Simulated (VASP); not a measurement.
# TaRhN2 (P4/mmm) in VASP: notebook

The runs below take TaRhN2 through single point, relaxation of cell and atoms, with PBE.

All numbers are computed with VASP 6.6.1; they aren't measurements. Logs are shortened: lines on timing, memory, paths and dates and some standing lists are left out, and cuts for length are marked.

## Step 1: The cell of the first run

It takes space group P4/mmm (No. 123, tetragonal). The conventional cell has a = 3.089 Å, b = 3.089 Å, c = 4.368 Å, α = 90.00°, β = 90.00°, γ = 90.00°. Ta (site symmetry 4/mmm) has 6 N at 2.18 Å within 2.9 Å. Rh (site symmetry 4/mmm) has 6 N at 2.18 Å within 2.9 Å. N (site symmetry 4/mmm) has 2 Ta at 2.18 Å and 4 Rh at 2.18 Å within 2.9 Å. Within 2.9 Å of N (site symmetry 4/mmm) lie 2 Rh at 2.18 Å and 4 Ta at 2.18 Å.

## Step 2: Single point, PBE, collinear spin, ferromagnetic start

Contents of INCAR:

```
SYSTEM = TaRhN2
ALGO     = Normal         ! electronic algorithm
EDIFF    = 1E-6           ! SCF threshold, eV
ENCUT    = 520            ! plane-wave cutoff, eV
GGA      = PE             ! functional
ISIF     = 2              ! what is computed and relaxed
ISMEAR   = 0              ! smearing method
ISPIN    = 2              ! spin polarisation
LASPH    = .True.         ! aspherical terms in the spheres
LCHARG   = .False.        ! write CHGCAR
LMAXMIX  = 4              ! l up to which the mixer works
LORBIT   = 11             ! projections on sites
LREAL    = .False.        ! projectors in reciprocal space
LWAVE    = .False.        ! write WAVECAR
MAGMOM   = 0 1 0 0        ! initial moments
NBANDS   = 30             ! bands
NELM     = 150            ! most SCF steps
PREC     = Accurate       ! precision mode
SIGMA    = 0.1            ! smearing width, eV
```

Contents of KPOINTS:

```
k-points
0
Gamma
  6 6 4
  0 0 0
```

Contents of POSCAR:

```
TaRhN2
1.0
    3.0889570200      0.0000000000      0.0000000000
    0.0000000000      3.0889570200      0.0000000000
    0.0000000000      0.0000000000      4.3684449100
Ta Rh N
1 1 2
Direct
    0.0000000000      0.0000000000      0.0000000000
    0.5000000000      0.5000000000      0.5000000000
    0.0000000000      0.0000000000      0.5000000000
    0.5000000000      0.5000000000      0.0000000000
```

Potentials or basis: VASP PAW PBE potentials, release 64 (Ta_pv, Rh_pv, N).

Started as:

```
$ cat potpaw_PBE.64/Ta_pv/POTCAR potpaw_PBE.64/Rh_pv/POTCAR potpaw_PBE.64/N/POTCAR > POTCAR
$ mpirun -np 1 vasp_std > vasp.out
```

OUTCAR:

```text
SYSTEM = TaRhN2
   EDIFF = 1E-6
   ENCUT = 520
   GGA = PE
   ISIF = 2
   ISMEAR = 0
   ISPIN = 2
   LASPH = .True.
   LORBIT = 11
   LREAL = .False.
   NELM = 150
   PREC = Accurate

 ion  position               nearest neighbor table
   1  0.000  0.000  0.000-   3 2.18   3 2.18   4 2.18   4 2.18   4 2.18   4 2.18   2 3.09   2 3.09
                             2 3.09   2 3.09   2 3.09   2 3.09   2 3.09   2 3.09
   2  0.500  0.500  0.500-   4 2.18   4 2.18   3 2.18   3 2.18   3 2.18   3 2.18   1 3.09   1 3.09
                             1 3.09   1 3.09   1 3.09   1 3.09   1 3.09   1 3.09
   3  0.000  0.000  0.500-   1 2.18   1 2.18   2 2.18   2 2.18   2 2.18   2 2.18
   4  0.500  0.500  0.000-   2 2.18   2 2.18   1 2.18   1 2.18   1 2.18   1 2.18

  LATTYP: Found a simple tetragonal cell.
 ALAT       =     3.0889570200
 C/A-ratio  =     1.4142135620

  Lattice vectors:

 A1 = (   3.0889570200,   0.0000000000,   0.0000000000)
 A2 = (   0.0000000000,   3.0889570200,   0.0000000000)
 A3 = (   0.0000000000,   0.0000000000,   4.3684449100)

Analysis of symmetry for initial positions (statically):
=====================================================================
 Subroutine PRICEL returns:
 Original cell was already a primitive cell.

 Routine SETGRP: Setting up the symmetry group for a
 simple tetragonal supercell.

 Subroutine GETGRP returns: Found 16 space group operations
 (whereof 16 operations were pure point group operations)
 out of a pool of 16 trial point group operations.

The static configuration has the point symmetry D_4h.

Analysis of symmetry for dynamics (positions and initial velocities):
=====================================================================
 Subroutine PRICEL returns:
 Original cell was already a primitive cell.

 Routine SETGRP: Setting up the symmetry group for a
 simple tetragonal supercell.

 Subroutine GETGRP returns: Found 16 space group operations
 (whereof 16 operations were pure point group operations)
 out of a pool of 16 trial point group operations.

The dynamic configuration has the point symmetry D_4h.

Analysis of structural, dynamic, and magnetic symmetry:
=====================================================================
 Subroutine PRICEL returns:
 Original cell was already a primitive cell.

 Routine SETGRP: Setting up the symmetry group for a
 simple tetragonal supercell.

 Subroutine GETGRP returns: Found 16 space group operations
 (whereof 16 operations were pure point group operations)
 out of a pool of 16 trial point group operations.

The overall configuration has the point symmetry D_4h.

 Subroutine INISYM returns: Found 16 space group operations
 (whereof 16 operations are pure point group operations),
 and found     1 'primitive' translations

----------------------------------------------------------------------------------------

                                     Primitive cell

  volume of cell :      41.6822

  direct lattice vectors                    reciprocal lattice vectors
     3.088957020  0.000000000  0.000000000     0.323733867  0.000000000  0.000000000
     0.000000000  3.088957020  0.000000000     0.000000000  0.323733867  0.000000000
     0.000000000  0.000000000  4.368444910     0.000000000  0.000000000  0.228914412

  length of vectors
     3.088957020  3.088957020  4.368444910     0.323733867  0.323733867  0.228914412

  position of ions in fractional coordinates (direct lattice)
     0.000000000  0.000000000  0.000000000
     0.500000000  0.500000000  0.500000000
     0.000000000  0.000000000  0.500000000
     0.500000000  0.500000000  0.000000000

  ion indices of the primitive-cell ions
   primitive index   ion index
                 1           1
                 2           2
                 3           3
                 4           4

----------------------------------------------------------------------------------------

 KPOINTS: k-points

Automatic generation of k-mesh.
 Grid dimensions read from file:
 generate k-points for:    6    6    4

 Generating k-lattice:

  Cartesian coordinates                     Fractional coordinates (reciprocal lattice)
     0.053955644  0.000000000  0.000000000     0.166666667  0.000000000  0.000000000
     0.000000000  0.053955644  0.000000000     0.000000000  0.166666667  0.000000000
     0.000000000  0.000000000  0.057228603     0.000000000  0.000000000  0.250000000

  Length of vectors
     0.053955644  0.053955644  0.057228603

  Shift w.r.t. Gamma in fractional coordinates (k-lattice)
     0.000000000  0.000000000  0.000000000

 Subroutine IBZKPT returns following result:
 ===========================================

 Found     30 irreducible k-points:

 Following reciprocal coordinates:
            Coordinates               Weight
  0.000000  0.000000  0.000000      1.000000
  0.166667  0.000000  0.000000      4.000000
  0.333333  0.000000  0.000000      4.000000
  0.500000  0.000000  0.000000      2.000000
  0.166667  0.166667  0.000000      4.000000
  0.333333  0.166667  0.000000      8.000000
[... 16 lines left out ...]
  0.333333  0.000000  0.500000      4.000000
  0.500000  0.000000  0.500000      2.000000
 [... further k-points ...]
   k-points           NKPTS =     30   k-points in BZ     NKDIM =     30   number of bands    NBANDS=     30
   number of dos      NEDOS =    301   number of ions     NIONS =      4
   total plane-waves  NPLWV =  18432
   dimension x,y,z NGX =    24 NGY =   24 NGZ =   32
   dimension x,y,z NGXF=    48 NGYF=   48 NGZF=   64
   ions per type =               1   1   2
   NGX,Y,Z   is equivalent  to a cutoff of  12.92, 12.92, 12.18 a.u.
   NGXF,Y,Z  is equivalent  to a cutoff of  25.83, 25.83, 24.36 a.u.
 SYSTEM =  TaRhN2
   PREC   = accura    normal or accurate (medium, high low for compatibility)
   ISTART =      0    job   : 0-new  1-cont  2-samecut
   ICHARG =      2    charge: 1-file 2-atom 10-const
   ISPIN  =      2    spin polarized calculation?
   LNONCOLLINEAR =      F non collinear calculations
   LSORBIT =      F    spin-orbit coupling
   LASPH  =      T    aspherical Exc in radial PAW
   ENCUT  =  520.0 eV  38.22 Ry    6.18 a.u.   5.74  5.74  8.12*2*pi/ulx,y,z
   NELM   =    150;   NELMIN=  2; NELMDL= -5     # of ELM steps
   EDIFF  = 0.1E-05   stopping-criterion for ELM
   LREAL  =      F    real-space projection
   EDIFFG = 0.1E-04   stopping-criterion for IOM
   NSW    =      0    number of steps for IOM
   IBRION =     -1    ionic relax: 0-MD 1-quasi-New 2-CG
   NFREE  =      0    steps in history (QN), initial steepest desc. (CG)
   ISIF   =      2    stress and relaxation
   ISYM   =      2    0-nonsym 1-usesym 2-fastsym
   POTIM  = 0.5000    time-step for ionic-motion
   TEBEG  =    0.0;   TEEND  =   0.0 temperature during run
   PSTRESS=    0.0 pullay stress
   NELECT =      36.0000    total number of electrons
   NUPDOWN=      -1.0000    fix difference up-down
   EMIN   =  10.00;   EMAX   =-10.00  energy-range for DOS
   EFERMI =   0.00;   METHOD = LEGACY
   ISMEAR =     0;   SIGMA  =   0.10  broadening in eV -4-tet -1-fermi 0-gaus
   EFERMI_NEDOS =   21; number of points for ismear=-14 and -15
   IALGO  =     38    algorithm
   IMIX   =      4    mixing-type and parameters
     AMIX     =   0.40;   BMIX     =  1.00
     AMIX_MAG =   1.60;   BMIX_MAG =  1.00
  volume/ion in A,a.u.               =      10.42        70.32
  Fermi-wavevector in a.u.,A,eV,Ry     =   1.559046  2.946169 33.070633  2.430623
  Thomas-Fermi vector in A             =   2.662461
   LORBIT       =     11    0 simple, 1 ext, 2 COOP (PROOUT), +10 PAW based schemes
   GGA     = PE    functional components
   LHFCALC =     F    Hartree Fock is set to
   AEXX    =    0.0000 exact exchange contribution
   IVDW    =     0    specifies the selected vdW correction
   LEPSILON=     F    determine dielectric tensor
   LRPA    =     F    only Hartree local field effects (RPA)
 spin polarized calculation
 Gauss-broadening in eV      SIGMA  =   0.10
  energy-cutoff  :      520.00
  volume of cell :       41.68
 maximum number of plane-waves:      1138
 NGX is ok and might be reduce to    24
   NGX = 11   NGY = 11   NGZ = 17

 number of electron      36.0000018 magnetization       0.0011892

 number of electron      36.0000018 magnetization      -0.0000112

 Free energy of the ion-electron system (eV)
  ---------------------------------------------------
  ext. energy  EPLUGINS =         0.00000000
  ---------------------------------------------------
  free energy    TOTEN  =       -36.45256538 eV

  energy without entropy =      -36.44042761  energy(sigma->0) =      -36.44649650

 E-fermi :  10.3728     XC(G=0): -13.4875

 val. band max:       10.3260968154   @ k =   0.3333   0.0000   0.5000
 cond. band min:      10.4090210237   @ k =   0.3333   0.1667   0.2500
 fundamental gap:      0.0829242084
 Fermi energy:        10.3728283653

 spin component 1

 k-point     1 :       0.0000    0.0000    0.0000
  band No.  band energies     occupation
      1     -36.7940      1.00000
      2     -36.5128      1.00000
      3     -36.5128      1.00000
      4     -26.1962      1.00000
      5     -25.9820      1.00000
      6     -25.9820      1.00000
[... 22 lines left out ...]
     29      22.0505      0.00000
     30      26.3718      0.00000

 k-point     2 :       0.1667    0.0000    0.0000
  band No.  band energies     occupation
      1     -36.7914      1.00000
      2     -36.5393      1.00000
      3     -36.5097      1.00000
      4     -26.1869      1.00000
      5     -26.1037      1.00000
      6     -25.9674      1.00000
[... 718 lines left out ...]
 k-point    24 :       0.5000    0.0000    0.5000
  band No.  band energies     occupation
      1     -36.7871      1.00000
      2     -36.6195      1.00000
      3     -36.5004      1.00000
      4     -26.4444      1.00000
      5     -26.1728      1.00000
      6     -25.9223      1.00000
[... 22 lines left out ...]
     29      22.1827      0.00000
     30      22.3077      0.00000

 [... further k-points ...]

 spin component 2

 k-point     1 :       0.0000    0.0000    0.0000
  band No.  band energies     occupation
      1     -36.7941      1.00000
      2     -36.5127      1.00000
      3     -36.5127      1.00000
      4     -26.1962      1.00000
      5     -25.9820      1.00000
      6     -25.9820      1.00000
[... 22 lines left out ...]
     29      22.0505      0.00000
     30      26.3718      0.00000

 k-point     2 :       0.1667    0.0000    0.0000
  band No.  band energies     occupation
      1     -36.7914      1.00000
      2     -36.5393      1.00000
      3     -36.5097      1.00000
      4     -26.1869      1.00000
      5     -26.1037      1.00000
      6     -25.9674      1.00000
[... 718 lines left out ...]
 k-point    24 :       0.5000    0.0000    0.5000
  band No.  band energies     occupation
      1     -36.7871      1.00000
      2     -36.6195      1.00000
      3     -36.5003      1.00000
      4     -26.4444      1.00000
      5     -26.1728      1.00000
      6     -25.9223      1.00000
[... 22 lines left out ...]
     29      22.1827      0.00000
     30      22.3078      0.00000

 [... further k-points ...]

------------------------ aborting loop because EDIFF is reached ----------------------------------------

  FORCE on cell =-STRESS in cart. coord.  units (eV):
  Direction    XX          YY          ZZ          XY          YZ          ZX
  --------------------------------------------------------------------------------------
  -------------------------------------------------------------------------------------
  Total        2.5495090      2.5495090     -0.8612645      0.0000000     -0.0000000     -0.0000000
  in kB       97.9978459     97.9978459    -33.1052241      0.0000000     -0.0000000     -0.0000000
  external PRESSURE =      54.2968226 kB  Pullay stress =       0.0000000 kB

 VOLUME and BASIS-vectors are now :
 -----------------------------------------------------------------------------
  energy-cutoff  :      520.00
  volume of cell :       41.68
      direct lattice vectors                 reciprocal lattice vectors
     3.088957020  0.000000000  0.000000000     0.323733867  0.000000000  0.000000000
     0.000000000  3.088957020  0.000000000     0.000000000  0.323733867  0.000000000
     0.000000000  0.000000000  4.368444910     0.000000000  0.000000000  0.228914412

 POSITION                                       TOTAL-FORCE (eV/Angst)
 -----------------------------------------------------------------------------------
      0.00000      0.00000      0.00000         0.000000      0.000000      0.000000
      1.54448      1.54448      2.18422         0.000000      0.000000      0.000000
      0.00000      0.00000      2.18422         0.000000      0.000000      0.000000
      1.54448      1.54448      0.00000         0.000000      0.000000      0.000000
 -----------------------------------------------------------------------------------
    total drift:                                0.000000     -0.000000     -0.000000

  FREE ENERGIE OF THE ION-ELECTRON SYSTEM (eV)
  ---------------------------------------------------
  free  energy   TOTEN  =       -36.4525653824 eV

  energy  without entropy=      -36.4404276134  energy(sigma->0) =      -36.44649650

 total charge

# of ion       s       p       d       tot
------------------------------------------
    1        0.297   6.236   2.245   8.777
    2        0.291   6.266   7.284  13.841
    3        1.250   2.422   0.000   3.672
    4        1.239   2.492   0.000   3.732
--------------------------------------------------
tot          3.077  17.417   9.528  30.023

 magnetization (x)

# of ion       s       p       d       tot
------------------------------------------
    1        0.000   0.000   0.000   0.000
    2        0.000   0.000   0.000   0.000
    3       -0.000  -0.000   0.000  -0.000
    4       -0.000  -0.000   0.000  -0.000
--------------------------------------------------
tot         -0.000  -0.000   0.000   0.000
```

It took 1.8 min on 1 thread of Oxide Virtual Turin-like, shared host; peak memory 0.17 GiB.

Results:

```
Free energy                                           : -36.4526 eV
Pressure                                              : 5.4 GPa
Band gap on the k mesh                                : zero (filled and empty bands overlap)
Net moment                                            : 0.00 μB per cell
Valence electrons inside the program's atomic spheres : Ta 8.78; Rh 13.84; N 3.67, 3.73
```

Stress tensor (GPa, compression positive):
```
 9.80  0.00  0.00
 0.00  9.80  0.00
 0.00  0.00 -3.31
```

Caveat: the stress differs along the axes, from -3 to 10 GPa; spin-orbit coupling is left out, which moves the levels of the heavy elements.

[end of part 1 of 2]

The gap in the log of VASP goes by the Fermi energy; the results here count the filled bands.